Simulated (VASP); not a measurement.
Set up this calculation in VASP 6.6.1, as the native input.

```
Task                    : density of states
Functional              : PBE
Potentials or basis     : VASP PAW PBE potentials, release 64 (Sr_sv, Ti_sv, C)
Cutoff                  : 520 eV
k mesh                  : 12 × 12 × 10
Occupations             : gaussian, width 0.1 eV
Spin                    : no spin polarisation
Dipole correction       : no
k mesh for the DOS      : 18 × 18 × 15
Occupations for the DOS : tetrahedron
Further INCAR settings  : ALGO = Normal; EDIFF = 1e-07; NBANDS = 20
```

Crystal: SrTiC.

```
Sr Ti C
1.0
     3.64108    0.00000    0.00000
    -1.82054    3.15327    0.00000
     0.00000    0.00000    5.16441
Sr Ti C
1 1 1
Direct
  0.00000 0.00000 0.00000
  0.66667 0.33333 0.50000
  0.33333 0.66667 0.50000
```

The input as run:

POSCAR

```
SrTiC
1.0
    3.6410811695      0.0000000000      0.0000000000
   -1.8205405848      3.1532687901      0.0000000000
    0.0000000000      0.0000000000      5.1644068135
Sr Ti C
1 1 1
Direct
    0.0000000000      0.0000000000      0.0000000000
    0.6666666667      0.3333333333      0.5000000000
    0.3333333333      0.6666666667      0.5000000000
```

INCAR.step1

```
SYSTEM = SrTiC
PREC     = Accurate       ! precision mode
ENCUT    = 520            ! plane-wave cutoff, eV
EDIFF    = 1E-7           ! SCF threshold, eV
ISMEAR   = 0              ! smearing method
SIGMA    = 0.1            ! smearing width, eV
LREAL    = .FALSE.        ! projectors in reciprocal space
LASPH    = .TRUE.         ! aspherical terms in the spheres
NELM     = 100            ! most SCF steps
ALGO     = Normal         ! electronic algorithm
ISIF     = 2              ! what is computed and relaxed
LWAVE    = .FALSE.        ! write WAVECAR
LCHARG   = .TRUE.         ! write CHGCAR
LMAXMIX  = 4              ! l up to which the mixer works
GGA      = PE             ! functional
NBANDS   = 20             ! bands
```

KPOINTS.step1

```
regular mesh
0
G
  12 12 10
  0 0 0
```

INCAR.step2

```
SYSTEM = SrTiC
PREC     = Accurate       ! precision mode
ENCUT    = 520            ! plane-wave cutoff, eV
EDIFF    = 1E-7           ! SCF threshold, eV
ISMEAR   = -5             ! smearing method
SIGMA    = 0.1            ! smearing width, eV
LREAL    = .FALSE.        ! projectors in reciprocal space
LASPH    = .TRUE.         ! aspherical terms in the spheres
NELM     = 100            ! most SCF steps
ALGO     = Normal         ! electronic algorithm
ISIF     = 2              ! what is computed and relaxed
LWAVE    = .FALSE.        ! write WAVECAR
LCHARG   = .FALSE.        ! write CHGCAR
LMAXMIX  = 4              ! l up to which the mixer works
GGA      = PE             ! functional
LORBIT   = 11             ! projections on sites
NBANDS   = 20             ! bands
NEDOS    = 2001           ! points of the DOS
ICHARG   = 11             ! starting density
```

KPOINTS.step2

```
regular mesh
0
G
  18 18 15
  0 0 0
```

Potentials or basis: VASP PAW PBE potentials, release 64 (Sr_sv, Ti_sv, C).

Command:

```console
$ cat potpaw_PBE.64/Sr_sv/POTCAR potpaw_PBE.64/Ti_sv/POTCAR potpaw_PBE.64/C/POTCAR > POTCAR
$ cp INCAR.step1 INCAR
$ cp KPOINTS.step1 KPOINTS
$ mpirun -np 1 vasp_std > vasp.out
$ cp INCAR.step2 INCAR
$ cp KPOINTS.step2 KPOINTS
$ mpirun -np 1 vasp_std > vasp.out
```

Results of the run:

```
Valence electrons inside the program's atomic spheres : Sr 8.07; Ti 10.30; C 2.31
```

Wall time 2.9 min on 1 thread of AMD EPYC 9R45 96-Core Processor (Zen 5), with other jobs on the host, peak memory 0.45 GiB.
